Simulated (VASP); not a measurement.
# Ti (I4/mmm) in VASP: single point with r2SCAN

Aim: the single point of Ti with r2SCAN.

All numbers are computed with VASP 6.6.1; they aren't measurements. Logs are shortened: lines on timing, memory, paths and dates and some standing lists are left out, and cuts for length are marked.

### Step 1. The cell of the first run

The structure is tetragonal, space group I4/mmm (No. 139). Conventional cell: a = 2.871 Å, b = 2.871 Å, c = 4.202 Å, α = 90.00°, β = 90.00°, γ = 90.00°. Within 3.8 Å of Ti (site symmetry 4/mmm) lie 12 Ti at 2.87 to 2.92 Å.

### Step 2. Single point, r2SCAN (strain +0.0350 x Voigt [0, 0, 1, 0, 0, 0])

POSCAR reads:

```
Ti
1.0
    0.0000000000      2.0300000000      2.1010500000
    2.0300000000      0.0000000000      2.1010500000
    2.0300000000      2.0300000000      0.0000000000
Ti
1
Direct
    0.0000000000      0.0000000000      0.0000000000
```

INCAR.step1 reads:

```
SYSTEM = Ti
PREC = Accurate ; ENCUT = 520
ISMEAR = 0 ; SIGMA = 0.15
LREAL = .FALSE. ; LASPH = .TRUE.
NELM = 100 ; NBANDS = 12
GGA = PE ; ALGO = Normal
EDIFF = 1E-4 ; LWAVE = .TRUE.
LCHARG = .FALSE.
```

INCAR.step2 reads:

```
SYSTEM = Ti
PREC = Accurate ; ENCUT = 520
EDIFF = 1E-7 ; ISMEAR = 0
SIGMA = 0.15 ; LREAL = .FALSE.
LASPH = .TRUE. ; NELM = 100
ALGO = Normal ; ISIF = 2
LWAVE = .FALSE. ; LCHARG = .FALSE.
METAGGA = R2SCAN ; LMIXTAU = .TRUE.
NBANDS = 12 ; ISTART = 1
```

KPOINTS reads:

```
regular mesh
0
G
  20 20 20
  0 0 0
```

Potentials or basis: VASP PAW PBE potentials, release 64 (Ti_sv).

Launch:

```bash
$ cat potpaw_PBE.64/Ti_sv/POTCAR > POTCAR
$ cp INCAR.step1 INCAR
$ mpirun -np 1 vasp_std > vasp.out
$ cp INCAR.step2 INCAR
$ mpirun -np 1 vasp_std > vasp.out
```

OUTCAR:

```text
SYSTEM = Ti
   PREC = Accurate
   ENCUT = 520
   EDIFF = 1E-7
   ISMEAR = 0
   LREAL = .FALSE.
   LASPH = .TRUE.
   NELM = 100
   ISIF = 2
   METAGGA = R2SCAN
   ISTART = 1

 ion  position               nearest neighbor table
   1  0.000  0.000  0.000-

  LATTYP: Found a body centered tetragonal cell.
 ALAT       =     2.8708535316
 C/A-ratio  =     1.4637110371

  Lattice vectors:

 A1 = (  -2.0300000000,   0.0000000000,   2.1010500000)
 A2 = (   2.0300000000,   0.0000000000,   2.1010500000)
 A3 = (   0.0000000000,   2.0300000000,  -2.1010500000)

Analysis of symmetry for initial positions (statically):
=====================================================================
 Subroutine PRICEL returns:
 Original cell was already a primitive cell.

 Routine SETGRP: Setting up the symmetry group for a
 body centered tetragonal supercell.

 Subroutine GETGRP returns: Found 16 space group operations
 (whereof 16 operations were pure point group operations)
 out of a pool of 16 trial point group operations.

The static configuration has the point symmetry D_4h.

Analysis of symmetry for dynamics (positions and initial velocities):
=====================================================================
 Subroutine PRICEL returns:
 Original cell was already a primitive cell.

 Routine SETGRP: Setting up the symmetry group for a
 body centered tetragonal supercell.

 Subroutine GETGRP returns: Found 16 space group operations
 (whereof 16 operations were pure point group operations)
 out of a pool of 16 trial point group operations.

The dynamic configuration has the point symmetry D_4h.

 Subroutine INISYM returns: Found 16 space group operations
 (whereof 16 operations are pure point group operations),
 and found     1 'primitive' translations

----------------------------------------------------------------------------------------

                                     Primitive cell

  volume of cell :      17.3164

  direct lattice vectors                    reciprocal lattice vectors
     0.000000000  2.030000000  2.101050000    -0.246305419  0.246305419  0.237976250
     2.030000000  0.000000000  2.101050000     0.246305419 -0.246305419  0.237976250
     2.030000000  2.030000000  0.000000000     0.246305419  0.246305419 -0.237976250

  length of vectors
     2.921525475  2.921525475  2.870853532     0.421859472  0.421859472  0.421859472

  position of ions in fractional coordinates (direct lattice)
     0.000000000  0.000000000  0.000000000

  ion indices of the primitive-cell ions
   primitive index   ion index
                 1           1

----------------------------------------------------------------------------------------

 KPOINTS: regular mesh

Automatic generation of k-mesh.
 Grid dimensions read from file:
 generate k-points for:   20   20   20

 Generating k-lattice:

  Cartesian coordinates                     Fractional coordinates (reciprocal lattice)
    -0.012315271  0.012315271  0.011898812     0.050000000  0.000000000  0.000000000
     0.012315271 -0.012315271  0.011898812     0.000000000  0.050000000  0.000000000
     0.012315271  0.012315271 -0.011898812    -0.000000000 -0.000000000  0.050000000

  Length of vectors
     0.021092974  0.021092974  0.021092974

  Shift w.r.t. Gamma in fractional coordinates (k-lattice)
     0.000000000  0.000000000  0.000000000

 Subroutine IBZKPT returns following result:
 ===========================================

 Found    641 irreducible k-points:

 Following reciprocal coordinates:
            Coordinates               Weight
  0.000000  0.000000  0.000000      1.000000
  0.050000  0.000000  0.000000      8.000000
  0.100000  0.000000  0.000000      8.000000
  0.150000  0.000000  0.000000      8.000000
  0.200000  0.000000  0.000000      8.000000
  0.250000  0.000000  0.000000      8.000000
[... 16 lines left out ...]
 -0.400000  0.050000  0.000000      8.000000
 -0.350000  0.050000  0.000000      8.000000
 [... further k-points ...]
   k-points           NKPTS =    641   k-points in BZ     NKDIM =    641   number of bands    NBANDS=     12
   number of dos      NEDOS =    301   number of ions     NIONS =      1
   total plane-waves  NPLWV =  13824
   dimension x,y,z NGX =    24 NGY =   24 NGZ =   24
   dimension x,y,z NGXF=    48 NGYF=   48 NGZF=   48
   ions per type =               1
   NGX,Y,Z   is equivalent  to a cutoff of  13.66, 13.66, 13.90 a.u.
   NGXF,Y,Z  is equivalent  to a cutoff of  27.31, 27.31, 27.80 a.u.
 SYSTEM =  Ti
   PREC   = accura    normal or accurate (medium, high low for compatibility)
   ISTART =      1    job   : 0-new  1-cont  2-samecut
   ICHARG =      0    charge: 1-file 2-atom 10-const
   ISPIN  =      1    spin polarized calculation?
   LNONCOLLINEAR =      F non collinear calculations
   LSORBIT =      F    spin-orbit coupling
   LASPH  =      T    aspherical Exc in radial PAW
   ENCUT  =  520.0 eV  38.22 Ry    6.18 a.u.   5.43  5.43  5.34*2*pi/ulx,y,z
   NELM   =    100;   NELMIN=  2; NELMDL=  0     # of ELM steps
   EDIFF  = 0.1E-06   stopping-criterion for ELM
   LREAL  =      F    real-space projection
   EDIFFG = 0.1E-05   stopping-criterion for IOM
   NSW    =      0    number of steps for IOM
   IBRION =     -1    ionic relax: 0-MD 1-quasi-New 2-CG
   NFREE  =      0    steps in history (QN), initial steepest desc. (CG)
   ISIF   =      2    stress and relaxation
   ISYM   =      2    0-nonsym 1-usesym 2-fastsym
   POTIM  = 0.5000    time-step for ionic-motion
   TEBEG  =    0.0;   TEEND  =   0.0 temperature during run
   PSTRESS=    0.0 pullay stress
   NELECT =      12.0000    total number of electrons
   NUPDOWN=      -1.0000    fix difference up-down
   EMIN   =  10.00;   EMAX   =-10.00  energy-range for DOS
   EFERMI =   0.00;   METHOD = LEGACY
   ISMEAR =     0;   SIGMA  =   0.15  broadening in eV -4-tet -1-fermi 0-gaus
   EFERMI_NEDOS =   21; number of points for ismear=-14 and -15
   IALGO  =     38    algorithm
   IMIX   =      4    mixing-type and parameters
     AMIX     =   0.40;   BMIX     =  1.00
     AMIX_MAG =   1.60;   BMIX_MAG =  1.00
  volume/ion in A,a.u.               =      17.32       116.86
  Fermi-wavevector in a.u.,A,eV,Ry     =   1.448713  2.737671 28.555500  2.098770
  Thomas-Fermi vector in A             =   2.566523
   LORBIT       =      0    0 simple, 1 ext, 2 COOP (PROOUT), +10 PAW based schemes
   METAGGA = R2SCAN    functional components
   LHFCALC =     F    Hartree Fock is set to
   AEXX    =    0.0000 exact exchange contribution
   IVDW    =     0    specifies the selected vdW correction
   LEPSILON=     F    determine dielectric tensor
   LRPA    =     F    only Hartree local field effects (RPA)
 non-spin polarized calculation
 Gauss-broadening in eV      SIGMA  =   0.15
  energy-cutoff  :      520.00
  volume of cell :       17.32
 maximum number of plane-waves:       489
 NGX is ok and might be reduce to    24
   NGX = 11   NGY = 11   NGZ = 11

 number of electron      12.0000000 magnetization

 Free energy of the ion-electron system (eV)
  ---------------------------------------------------
  ext. energy  EPLUGINS =         0.00000000
  ---------------------------------------------------
  free energy    TOTEN  =       -12.88680906 eV

  energy without entropy =      -12.86892937  energy(sigma->0) =      -12.87786922

 E-fermi :   8.2604     XC(G=0): -12.4272

 val. band max:        8.2602325427   @ k =  -0.2500   0.0500   0.0000
 cond. band min:       8.2634044785   @ k =   0.3000   0.0500   0.1000
 fundamental gap:      0.0031719358
 Fermi energy:         8.2604290355

 k-point     1 :       0.0000    0.0000    0.0000
  band No.  band energies     occupation
      1     -50.7778      2.00000
      2     -25.5788      2.00000
      3     -25.5766      2.00000
      4     -25.5766      2.00000
      5       1.7872      2.00000
      6       9.0878      0.00000
      7       9.3635      0.00000
      8       9.3635      0.00000
      9      10.9102      0.00000
     10      11.2293      0.00000
     11      24.0834      0.00000
     12      28.3881      0.00000

 k-point     2 :       0.0500    0.0000    0.0000
  band No.  band energies     occupation
      1     -50.7747      2.00000
      2     -25.5952      2.00000
      3     -25.5807      2.00000
      4     -25.5784      2.00000
      5       1.8718      2.00000
      6       9.0879      0.00000
      7       9.3377      0.00000
      8       9.3945      0.00000
      9      10.8927      0.00000
     10      11.2051      0.00000
     11      24.1532      0.00000
     12      28.0411      0.00000

 k-point     3 :       0.1000    0.0000    0.0000
  band No.  band energies     occupation
      1     -50.7656      2.00000
      2     -25.6470      2.00000
      3     -25.5882      2.00000
      4     -25.5837      2.00000
      5       2.1210      2.00000
      6       9.0158      0.00000
      7       9.3343      0.00000
      8       9.4794      0.00000
      9      10.8534      0.00000
     10      11.1433      0.00000
     11      24.2949      0.00000
     12      26.7926      0.00000

 k-point     4 :       0.1500    0.0000    0.0000
  band No.  band energies     occupation
      1     -50.7513      2.00000
      2     -25.7270      2.00000
      3     -25.5998      2.00000
      4     -25.5918      2.00000
      5       2.5212      2.00000
      6       8.8227      0.00000
      7       9.3996      0.00000
      8       9.5912      0.00000
      9      10.8325      0.00000
     10      11.0774      0.00000
     11      24.1700      0.00000
     12      25.5948      0.00000

 k-point     5 :       0.2000    0.0000    0.0000
  band No.  band energies     occupation
      1     -50.7332      2.00000
      2     -25.8269      2.00000
      3     -25.6145      2.00000
      4     -25.6021      2.00000
      5       3.0470      2.00000
      6       8.5844      0.00226
      7       9.4474      0.00000
      8       9.6804      0.00000
      9      10.8900      0.00000
     10      11.0637      0.00000
     11      23.1510      0.00000
     12      25.1492      0.00000
[... 228 lines left out ...]
      1     -50.6467      2.00000
      2     -26.2741      2.00000
      3     -25.6930      2.00000
      4     -25.6535      2.00000
      5       5.6063      2.00000
      6       8.5702      0.00349
      7       9.0412      0.00000
      8       9.4019      0.00000
      9      12.0493      0.00000
     10      12.2735      0.00000
     11      16.9086      0.00000
     12      23.3115      0.00000

 k-point    22 :      -0.4500    0.0500    0.0000
  band No.  band energies     occupation
      1     -50.6475      2.00000
      2     -26.2705      2.00000
      3     -25.6947      2.00000
      4     -25.6499      2.00000
      5       5.5903      2.00000
      6       8.5591      0.00486
      7       9.0330      0.00000
      8       9.4013      0.00000
      9      11.9691      0.00000
     10      12.3176      0.00000
     11      16.9919      0.00000
     12      23.3205      0.00000

 k-point    23 :      -0.4000    0.0500    0.0000
  band No.  band energies     occupation
      1     -50.6545      2.00000
      2     -26.2348      2.00000
      3     -25.6910      2.00000
      4     -25.6431      2.00000
      5       5.4334      2.00000
      6       8.3889      0.22581
      7       9.0652      0.00000
      8       9.4469      0.00000
      9      11.7842      0.00000
     10      12.2061      0.00000
     11      17.6214      0.00000
     12      23.4922      0.00000

 k-point    24 :      -0.3500    0.0500    0.0000
  band No.  band energies     occupation
      1     -50.6671      2.00000
      2     -26.1703      2.00000
      3     -25.6824      2.00000
      4     -25.6335      2.00000
      5       5.0945      2.00000
      6       8.2058      1.39371
      7       9.1558      0.00000
      8       9.5319      0.00000
      9      11.5268      0.00000
     10      11.9770      0.00000
     11      18.6417      0.00000
     12      23.8027      0.00000

 [... further k-points ...]
[... 5 lines left out ...]
  --------------------------------------------------------------------------------------
  -------------------------------------------------------------------------------------
  Total        0.1177816      0.1177816     -0.0073551      0.0000000      0.0000000      0.0000000
  in kB       10.8975691     10.8975691     -0.6805176      0.0000000      0.0000000      0.0000000
  external PRESSURE =       7.0382068 kB  Pullay stress =       0.0000000 kB

 VOLUME and BASIS-vectors are now :
 -----------------------------------------------------------------------------
  energy-cutoff  :      520.00
  volume of cell :       17.32
      direct lattice vectors                 reciprocal lattice vectors
     0.000000000  2.030000000  2.101050000    -0.246305419  0.246305419  0.237976250
     2.030000000  0.000000000  2.101050000     0.246305419 -0.246305419  0.237976250
     2.030000000  2.030000000  0.000000000     0.246305419  0.246305419 -0.237976250

 POSITION                                       TOTAL-FORCE (eV/Angst)
 -----------------------------------------------------------------------------------
      0.00000      0.00000      0.00000         0.000000     -0.000000      0.000000
 -----------------------------------------------------------------------------------
    total drift:                               -0.000000      0.000000      0.000000

  FREE ENERGIE OF THE ION-ELECTRON SYSTEM (eV)
  ---------------------------------------------------
  free  energy   TOTEN  =       -12.8868090597 eV

  energy  without entropy=      -12.8689293731  energy(sigma->0) =      -12.87786922
```

Wall time 6.2 min (1 thread of Intel Xeon Platinum 8259CL at 2.50GHz (Skylake/Cascade Lake), shared host); peak memory 0.26 GiB.

Results:

```
Free energy            : -12.8868 eV
Pressure               : 0.7 GPa
Band gap on the k mesh : zero (band 6 reaches 9.19 eV, above the bottom of band 7 at 7.73 eV)
```

Stress tensor (GPa, compression positive):
```
 1.09  0.00  0.00
 0.00  1.09  0.00
 0.00  0.00 -0.07
```

Levels at points of the mesh, in eV from the Fermi level:
| k point | band 3 | band 4 | band 5 | band 6 | band 7 | band 8 | band 9 | band 10 |
| --- | --- | --- | --- | --- | --- | --- | --- | --- |
| (0.00, 0.00, 0.00) | -33.84 | -33.84 | -6.47 | 0.83 | 1.10 | 1.10 | 2.65 | 2.97 |
| (0.50, 0.00, 0.00) | -33.94 | -33.91 | -2.71 | 0.46 | 0.79 | 1.09 | 3.78 | 3.91 |
| (0.50, 0.50, 0.00) | -34.06 | -34.06 | -2.66 | -1.71 | 2.38 | 3.92 | 4.08 | 4.08 |
| (0.50, 0.00, 0.50) | -34.12 | -34.07 | -2.66 | -1.80 | 3.06 | 3.89 | 3.98 | 4.19 |

Caveat: the cell differs from its parent crystal (strain +0.0350 x Voigt [0, 0, 1, 0, 0, 0]); the PAW data sets were made with another functional, which shifts forces and pressure a little.
